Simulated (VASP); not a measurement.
# InSe (P6_3/mmc) in VASP: notebook

InSe is run at these levels: PBE+D3(BJ); tasks: single point.

All numbers are computed with VASP 6.6.1; they aren't measurements. Logs are shortened: lines on timing, memory, paths and dates and some standing lists are left out, and cuts for length are marked.

### 1 The cell of the first run

The structure is hexagonal, space group P6_3/mmc (No. 194). The conventional cell has a = 4.050 Å, b = 4.050 Å, c = 16.930 Å, α = 90.00°, β = 90.00°, γ = 120.00°. Within 3.3 Å of In (site symmetry 3m) lie 3 Se at 2.52 Å and 1 In at 3.15 Å. Se (site symmetry 3m) has 3 In at 2.52 Å within 3.3 Å.

### 2 Single point, PBE+D3(BJ)

Contents of INCAR:

```
PREC = Accurate
ENCUT = 520
EDIFF = 1E-6
ISMEAR = 0
SIGMA = 0.1
LREAL = F
LASPH = T
NELM = 60
ALGO = Normal
ISIF = 2
LWAVE = F
LCHARG = F
GGA = PE
IVDW = 12
NBANDS = 48
```

Contents of KPOINTS:

```
Automatic mesh
0
Gamma
  6 6 1
```

Contents of POSCAR:

```
InSe
1.0
    4.0500000000      0.0000000000      0.0000000000
   -2.0250000000      3.5074028853      0.0000000000
    0.0000000000      0.0000000000     16.9300000000
In Se
4 4
Direct
    0.3333333333      0.6666666667      0.1570000000
    0.6666666667      0.3333333333      0.6570000000
    0.3333333333      0.6666666667      0.3430000000
    0.6666666667      0.3333333333      0.8430000000
    0.3333333333      0.6666666667      0.6020000000
    0.6666666667      0.3333333333      0.1020000000
    0.3333333333      0.6666666667      0.8980000000
    0.6666666667      0.3333333333      0.3980000000
```

Potentials or basis: VASP PAW PBE potentials, release 64 (In_d, Se).

Command:

```
$ cat potpaw_PBE.64/In_d/POTCAR potpaw_PBE.64/Se/POTCAR > POTCAR
$ mpirun -np 1 vasp_std > vasp.out
```

OUTCAR:

```text
PREC = Accurate
   ENCUT = 520
   EDIFF = 1E-6
   ISMEAR = 0
   LREAL = F
   LASPH = T
   NELM = 60
   ISIF = 2
   GGA = PE
   IVDW = 12
 IVDW          = 12

 ion  position               nearest neighbor table
   1  0.333  0.667  0.157-   6 2.52   6 2.52   6 2.52   3 3.15
   2  0.667  0.333  0.657-   5 2.52   5 2.52   5 2.52   4 3.15
   3  0.333  0.667  0.343-   8 2.52   8 2.52   8 2.52   1 3.15
   4  0.667  0.333  0.843-   7 2.52   7 2.52   7 2.52   2 3.15
   5  0.333  0.667  0.602-   2 2.52   2 2.52   2 2.52
   6  0.667  0.333  0.102-   1 2.52   1 2.52   1 2.52
   7  0.333  0.667  0.898-   4 2.52   4 2.52   4 2.52
   8  0.667  0.333  0.398-   3 2.52   3 2.52   3 2.52

  LATTYP: Found a hexagonal cell.
 ALAT       =     4.0500000000
 C/A-ratio  =     4.1802469136

  Lattice vectors:

 A1 = (   4.0500000000,   0.0000000000,   0.0000000000)
 A2 = (  -2.0250000000,   3.5074028853,   0.0000000000)
 A3 = (   0.0000000000,   0.0000000000,  16.9300000000)

Analysis of symmetry for initial positions (statically):
=====================================================================
 Subroutine PRICEL returns:
 Original cell was already a primitive cell.

 Routine SETGRP: Setting up the symmetry group for a
 hexagonal supercell.

 Subroutine GETGRP returns: Found 24 space group operations
 (whereof 12 operations were pure point group operations)
 out of a pool of 24 trial point group operations.

The static configuration has the point symmetry D_3d.
 The point group associated with its full space group is D_6h.

Analysis of symmetry for dynamics (positions and initial velocities):
=====================================================================
 Subroutine PRICEL returns:
 Original cell was already a primitive cell.

 Routine SETGRP: Setting up the symmetry group for a
 hexagonal supercell.

 Subroutine GETGRP returns: Found 24 space group operations
 (whereof 12 operations were pure point group operations)
 out of a pool of 24 trial point group operations.

The dynamic configuration has the point symmetry D_3d.
 The point group associated with its full space group is D_6h.

 Subroutine INISYM returns: Found 24 space group operations
 (whereof 12 operations are pure point group operations),
 and found     1 'primitive' translations

----------------------------------------------------------------------------------------

                                     Primitive cell

  volume of cell :     240.4903

  direct lattice vectors                    reciprocal lattice vectors
     4.050000000  0.000000000  0.000000000     0.246913580  0.142555622  0.000000000
    -2.025000000  3.507402885  0.000000000     0.000000000  0.285111244  0.000000000
     0.000000000  0.000000000 16.930000000     0.000000000  0.000000000  0.059066745

  length of vectors
     4.050000000  4.050000000 16.930000000     0.285111244  0.285111244  0.059066745

  position of ions in fractional coordinates (direct lattice)
     0.333333333  0.666666667  0.157000000
     0.666666667  0.333333333  0.657000000
     0.333333333  0.666666667  0.343000000
     0.666666667  0.333333333  0.843000000
     0.333333333  0.666666667  0.602000000
     0.666666667  0.333333333  0.102000000
     0.333333333  0.666666667  0.898000000
     0.666666667  0.333333333  0.398000000

  ion indices of the primitive-cell ions
   primitive index   ion index
                 1           1
                 2           2
                 3           3
                 4           4
                 5           5
                 6           6
                 7           7
                 8           8

----------------------------------------------------------------------------------------

 KPOINTS: Automatic mesh

Automatic generation of k-mesh.
 Grid dimensions read from file:
 generate k-points for:    6    6    1

 Generating k-lattice:

  Cartesian coordinates                     Fractional coordinates (reciprocal lattice)
     0.041152263  0.023759270  0.000000000     0.166666667 -0.000000000  0.000000000
     0.000000000  0.047518541  0.000000000     0.000000000  0.166666667  0.000000000
     0.000000000  0.000000000  0.059066745     0.000000000  0.000000000  1.000000000

  Length of vectors
     0.047518541  0.047518541  0.059066745

  Shift w.r.t. Gamma in fractional coordinates (k-lattice)
     0.000000000  0.000000000  0.000000000

 Subroutine IBZKPT returns following result:
 ===========================================

 Found      7 irreducible k-points:

 Following reciprocal coordinates:
            Coordinates               Weight
  0.000000  0.000000  0.000000      1.000000
  0.166667  0.000000  0.000000      6.000000
  0.333333 -0.000000  0.000000      6.000000
  0.500000 -0.000000  0.000000      3.000000
  0.166667  0.166667  0.000000      6.000000
  0.333333  0.166667  0.000000     12.000000
  0.333333  0.333333  0.000000      2.000000
   k-points           NKPTS =      7   k-points in BZ     NKDIM =      7   number of bands    NBANDS=     48
   number of dos      NEDOS =    301   number of ions     NIONS =      8
   total plane-waves  NPLWV = 113400
   dimension x,y,z NGX =    30 NGY =   30 NGZ =  126
   dimension x,y,z NGXF=    60 NGYF=   60 NGZF=  252
   ions per type =               4   4
   NGX,Y,Z   is equivalent  to a cutoff of  12.31, 12.31, 12.37 a.u.
   NGXF,Y,Z  is equivalent  to a cutoff of  24.63, 24.63, 24.75 a.u.
 SYSTEM =  unknown system
   PREC   = accura    normal or accurate (medium, high low for compatibility)
   ISTART =      0    job   : 0-new  1-cont  2-samecut
   ICHARG =      2    charge: 1-file 2-atom 10-const
   ISPIN  =      1    spin polarized calculation?
   LNONCOLLINEAR =      F non collinear calculations
   LSORBIT =      F    spin-orbit coupling
   LASPH  =      T    aspherical Exc in radial PAW
   ENCUT  =  520.0 eV  38.22 Ry    6.18 a.u.   7.53  7.53 31.48*2*pi/ulx,y,z
   NELM   =     60;   NELMIN=  2; NELMDL= -5     # of ELM steps
   EDIFF  = 0.1E-05   stopping-criterion for ELM
   LREAL  =      F    real-space projection
[... 7 lines left out ...]
   TEBEG  =    0.0;   TEEND  =   0.0 temperature during run
   PSTRESS=    0.0 pullay stress
   NELECT =      76.0000    total number of electrons
   NUPDOWN=      -1.0000    fix difference up-down
   EMIN   =  10.00;   EMAX   =-10.00  energy-range for DOS
   EFERMI =   0.00;   METHOD = LEGACY
   ISMEAR =     0;   SIGMA  =   0.10  broadening in eV -4-tet -1-fermi 0-gaus
   EFERMI_NEDOS =   21; number of points for ismear=-14 and -15
   IALGO  =     38    algorithm
   IMIX   =      4    mixing-type and parameters
     AMIX     =   0.40;   BMIX     =  1.00
     AMIX_MAG =   1.60;   BMIX_MAG =  1.00
  volume/ion in A,a.u.               =      30.06       202.86
  Fermi-wavevector in a.u.,A,eV,Ry     =   1.115099  2.107232 16.918111  1.243446
  Thomas-Fermi vector in A             =   2.251701
   LORBIT       =      0    0 simple, 1 ext, 2 COOP (PROOUT), +10 PAW based schemes
   GGA     = PE    functional components
   LHFCALC =     F    Hartree Fock is set to
   AEXX    =    0.0000 exact exchange contribution
   IVDW    =    12    specifies the selected vdW correction
   LEPSILON=     F    determine dielectric tensor
   LRPA    =     F    only Hartree local field effects (RPA)
 non-spin polarized calculation
 Gauss-broadening in eV      SIGMA  =   0.10
  energy-cutoff  :      520.00
  volume of cell :      240.49
 maximum number of plane-waves:      6531
   NGX = 15   NGY = 15   NGZ = 63

 number of electron      76.0000004 magnetization

 Free energy of the ion-electron system (eV)
  ---------------------------------------------------
  ext. energy  EPLUGINS =         0.00000000
  ---------------------------------------------------
  free energy    TOTEN  =       -26.48195766 eV

  energy without entropy =      -26.47575326  energy(sigma->0) =      -26.47885546

 E-fermi :   4.2979     XC(G=0):  -8.6729

 val. band max:        4.2227816725   @ k =   0.1667   0.0000   0.0000
 cond. band min:       4.6912633544   @ k =   0.0000   0.0000   0.0000
 fundamental gap:      0.4684816819
 Fermi energy:         4.2978948804

 k-point     1 :       0.0000    0.0000    0.0000
  band No.  band energies     occupation
      1     -10.9968      2.00000
      2     -10.9857      2.00000
      3     -10.8968      2.00000
      4     -10.8793      2.00000
      5     -10.8000      2.00000
      6     -10.8000      2.00000
[... 40 lines left out ...]
     47       8.7083      0.00000
     48       8.7091      0.00000

 k-point     2 :       0.1667    0.0000    0.0000
  band No.  band energies     occupation
      1     -11.1164      2.00000
      2     -11.1040      2.00000
      3     -11.0759      2.00000
      4     -11.0615      2.00000
      5     -10.7790      2.00000
      6     -10.7786      2.00000
[... 40 lines left out ...]
     47       8.6550      0.00000
     48       8.7531      0.00000

 k-point     3 :       0.3333   -0.0000    0.0000
  band No.  band energies     occupation
      1     -11.2616      2.00000
      2     -11.2524      2.00000
      3     -11.2369      2.00000
      4     -11.2270      2.00000
      5     -10.7413      2.00000
      6     -10.7408      2.00000
[... 40 lines left out ...]
     47       9.2793      0.00000
     48       9.4804      0.00000

 k-point     4 :       0.5000   -0.0000    0.0000
  band No.  band energies     occupation
      1     -11.3165      2.00000
      2     -11.3113      2.00000
      3     -11.2939      2.00000
      4     -11.2884      2.00000
      5     -10.7259      2.00000
      6     -10.7253      2.00000
[... 40 lines left out ...]
     47       9.2954      0.00000
     48       9.6729      0.00000

 k-point     5 :       0.1667    0.1667    0.0000
  band No.  band energies     occupation
      1     -11.2272      2.00000
      2     -11.2166      2.00000
      3     -11.2012      2.00000
      4     -11.1897      2.00000
      5     -10.7565      2.00000
      6     -10.7560      2.00000
[... 40 lines left out ...]
     47       8.5947      0.00000
     48       8.6910      0.00000

 k-point     6 :       0.3333    0.1667    0.0000
  band No.  band energies     occupation
      1     -11.3075      2.00000
      2     -11.3021      2.00000
      3     -11.2867      2.00000
      4     -11.2809      2.00000
      5     -10.7353      2.00000
      6     -10.7347      2.00000
[... 40 lines left out ...]
     47       8.6910      0.00000
     48       9.0181      0.00000

 k-point     7 :       0.3333    0.3333    0.0000
  band No.  band energies     occupation
      1     -11.3217      2.00000
      2     -11.3217      2.00000
      3     -11.3032      2.00000
      4     -11.3032      2.00000
      5     -10.7358      2.00000
      6     -10.7352      2.00000
[... 40 lines left out ...]
     47       9.3085      0.00000
     48       9.5370      0.00000

------------------------ aborting loop because EDIFF is reached ----------------------------------------

 Edisp (eV)   -2.30603

 E8    (eV) :    -1.0537

  FORCE on cell =-STRESS in cart. coord.  units (eV):
  Direction    XX          YY          ZZ          XY          YZ          ZX
  --------------------------------------------------------------------------------------
  -------------------------------------------------------------------------------------
  Total      13.50176    13.50176     0.09205     0.00000     0.00000     0.00000
  in kB      89.95045    89.95045     0.61324     0.00000     0.00000     0.00000
  external pressure =       60.17 kB  Pullay stress =        0.00 kB

 VOLUME and BASIS-vectors are now :
 -----------------------------------------------------------------------------
  energy-cutoff  :      520.00
  volume of cell :      240.49
      direct lattice vectors                 reciprocal lattice vectors
     4.050000000  0.000000000  0.000000000     0.246913580  0.142555622  0.000000000
    -2.025000000  3.507402885  0.000000000     0.000000000  0.285111244  0.000000000
     0.000000000  0.000000000 16.930000000     0.000000000  0.000000000  0.059066745

 POSITION                                       TOTAL-FORCE (eV/Angst)
 -----------------------------------------------------------------------------------
     -0.00000      2.33827      2.65801        -0.000000      0.000000      2.886984
      2.02500      1.16913     11.12301        -0.000000      0.000000      2.886984
     -0.00000      2.33827      5.80699        -0.000000      0.000000     -2.886984
      2.02500      1.16913     14.27199        -0.000000      0.000000     -2.886984
     -0.00000      2.33827     10.19186         0.000000     -0.000000     -1.998691
      2.02500      1.16913      1.72686        -0.000000      0.000000     -1.998691
     -0.00000      2.33827     15.20314         0.000000     -0.000000      1.998691
      2.02500      1.16913      6.73814        -0.000000      0.000000      1.998691
 -----------------------------------------------------------------------------------
    total drift:                               -0.000000     -0.000000      0.000000

  FREE ENERGIE OF THE ION-ELECTRON SYSTEM (eV)
  ---------------------------------------------------
  free  energy   TOTEN  =       -28.7879899243 eV

  energy  without entropy=      -28.7817855330  energy(sigma->0) =      -28.78488773
```

Run time: 3.3 min. Hardware: 1 thread of Intel Xeon 8259CL, shared host; peak memory 0.34 GiB.

What came out:

- Free energy: -28.7880 eV
- Pressure: 6.0 GPa
- Largest force: 2.887 eV/Å
- Band gap on the k mesh: zero (filled and empty bands overlap)
- Dispersion energy per atom: -0.288 eV

Forces in eV/Å, atoms in the order of the input:
```
In   0.000  0.000  2.887
In   0.000  0.000  2.887
In   0.000  0.000 -2.887
In   0.000  0.000 -2.887
Se   0.000  0.000 -1.999
Se   0.000  0.000 -1.999
Se   0.000  0.000  1.999
Se   0.000  0.000  1.999
```

Levels at points of the mesh, in eV from the Fermi level:
| k point | band 36 | band 37 | band 38 | band 39 | band 40 | band 41 |
| --- | --- | --- | --- | --- | --- | --- |
| (0.00, 0.00, 0.00) | -2.17 | -1.37 | -0.38 | -0.08 | 0.39 | 1.21 |
| (0.50, 0.00, 0.00) | -2.58 | -1.51 | -1.01 | 0.92 | 1.08 | 1.34 |

Caveat: the k points lie up to 0.37 Å⁻¹ apart; spin-orbit coupling is left out, which moves the levels of the heavy elements; forces of over 1 eV/Å act on the atoms, so gaps and moduli don't describe the material at rest.

(Part 1 of 2 ends here.)

The gap in the log of VASP goes by the Fermi energy; the results here count the filled bands.